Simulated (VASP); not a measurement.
Crystal: CaO.

```
CELL_PARAMETERS angstrom
0.00000 2.41947 2.41947
2.41947 0.00000 2.41947
2.41947 2.41947 0.00000
ATOMIC_POSITIONS crystal
Ca 0.00000 0.00000 0.00000
O 0.50000 0.50000 0.50000
```

Base run:

```yaml
Program: VASP 6.6.1
Functional: r2SCAN
Potentials_or_basis: VASP PAW PBE potentials, release 64 (Ca_sv, O)
Cutoff: 520 eV
k_mesh: 10 × 10 × 10
Occupations: fermi-dirac, width 0.05 eV
Spin: no spin polarisation
```

Its results: band gap on the k mesh 4.19 eV (least direct gap 4.57 eV); pressure -2.1 GPa.

The run is repeated on the same cell with these changes: functional from r2SCAN to b88 exchange, pbe correlation; cutoff from 520 eV to 600 eV. What comes out?

Band gap on the k mesh 3.67 eV (least direct gap 4.05 eV); pressure -0.2 GPa.

Caveats: the PAW data sets were made with another functional, which shifts forces and pressure a little.

A k mesh can miss the band edges.
